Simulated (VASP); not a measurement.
Set up this calculation in VASP 6.6.1, as the native input.

```yaml
Task: single point
Functional: LDA
Potentials_or_basis: VASP PAW LDA potentials, release 64 (Li_sv, F)
Cutoff: 520 eV
k_mesh: 6 × 6 × 4
Occupations: gaussian, width 0.01 eV
Spin: no spin polarisation
Dipole_correction: no
Further_INCAR_settings: ALGO = Normal; EDIFF = 1e-06; NBANDS = 18
```

The structure of LiF lies in POSCAR:

```
LiF
1.0
    3.0810519475      0.0000000000      0.0000000000
   -1.5405259738      2.6682692570      0.0000000000
    0.0000000000      0.0000000000      4.7852337722
Li F
2 2
Direct
    0.3333333333      0.6666666667      0.3824388604
    0.6666666667      0.3333333333      0.8824388604
    0.3333333333      0.6666666667      0.9925591396
    0.6666666667      0.3333333333      0.4925591396
```

These files were run (other wordings do the same):

INCAR

```
  PREC = Accurate
  ENCUT = 520
  EDIFF = 1E-6
  ISMEAR = 0
  SIGMA = 0.01
  LREAL = False
  LASPH = True
  NELM = 100
  ALGO = Normal
  ISIF = 2
  LWAVE = False
  LCHARG = False
  NBANDS = 18
```

KPOINTS

```
regular mesh
0
Gamma
  6 6 4
```

Potentials or basis: VASP PAW LDA potentials, release 64 (Li_sv, F).

The run is started by

```sh
$ cat potpaw_LDA.64/Li_sv/POTCAR potpaw_LDA.64/F/POTCAR > POTCAR
$ mpirun -np 1 vasp_std > vasp.out
```

Results of the run:

| Quantity | Value |
| --- | --- |
| Largest force | 0.007 eV/Å |
| Band gap on the k mesh | 7.52 eV, direct |

Wall time 14 s on 1 thread of Intel Xeon 8259CL, on a shared host, peak memory 0.14 GiB.
